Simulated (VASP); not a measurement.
Set up this calculation in VASP 6.6.1, as the native input.

| Property | Result |
| --- | --- |
| Task | single point |
| Functional | r2SCAN |
| Potentials or basis | VASP PAW PBE potentials, release 64 (As) |
| Cutoff | 550 eV |
| k mesh | 8 × 8 × 8 |
| Occupations | gaussian, width 0.1 eV |
| Spin | no spin polarisation |
| Dipole correction | no |
| Further INCAR settings | ALGO = Normal; EDIFF = 1e-06; NBANDS = 8 |

Crystal: As.

```xyz
1
Lattice="0.0000 2.1820 2.1820 2.1820 0.0000 2.1820 2.1820 2.1820 0.0000" Properties=species:S:1:pos:R:3 pbc="T T T"
As    0.0000    0.0000    0.0000
```

One way to write it, as run:

POSCAR

```
As
1.0
    0.0000000000      2.1819793639      2.1819793639
    2.1819793639      0.0000000000      2.1819793639
    2.1819793639      2.1819793639      0.0000000000
As
1
Direct
    0.0000000000      0.0000000000      0.0000000000
```

INCAR.step1

```
SYSTEM = As
ALGO = Normal
EDIFF = 1E-5
ENCUT = 550
GGA = PE
GGA_COMPAT = .False.
ISMEAR = 0
LASPH = .True.
LCHARG = .False.
LREAL = .False.
LWAVE = .True.
NBANDS = 8
NELM = 120
PREC = Accurate
SIGMA = 0.1
```

INCAR.step2

```
SYSTEM = As
ALGO = Normal
EDIFF = 1E-6
ENCUT = 550
GGA_COMPAT = .False.
ISIF = 2
ISMEAR = 0
ISTART = 1
LASPH = .True.
LCHARG = .False.
LMIXTAU = .True.
LREAL = .False.
LWAVE = .False.
METAGGA = R2SCAN
NBANDS = 8
NELM = 120
PREC = Accurate
SIGMA = 0.1
```

KPOINTS

```
k-points
0
Gamma
  8 8 8
  0 0 0
```

Potentials or basis: VASP PAW PBE potentials, release 64 (As).

Launch:

```console
$ cat potpaw_PBE.64/As/POTCAR > POTCAR
$ cp INCAR.step1 INCAR
$ mpirun -np 1 vasp_std > vasp.out
$ cp INCAR.step2 INCAR
$ mpirun -np 1 vasp_std > vasp.out
```

It gave:

```
Pressure : -5.8 GPa
```

Caveat: the PAW data sets were made with another functional, which shifts forces and pressure a little.

Wall time 12 s on 1 thread of Intel(R) Xeon(R) Platinum 8488C (Sapphire Rapids), with other jobs on the host, peak memory 0.14 GiB.
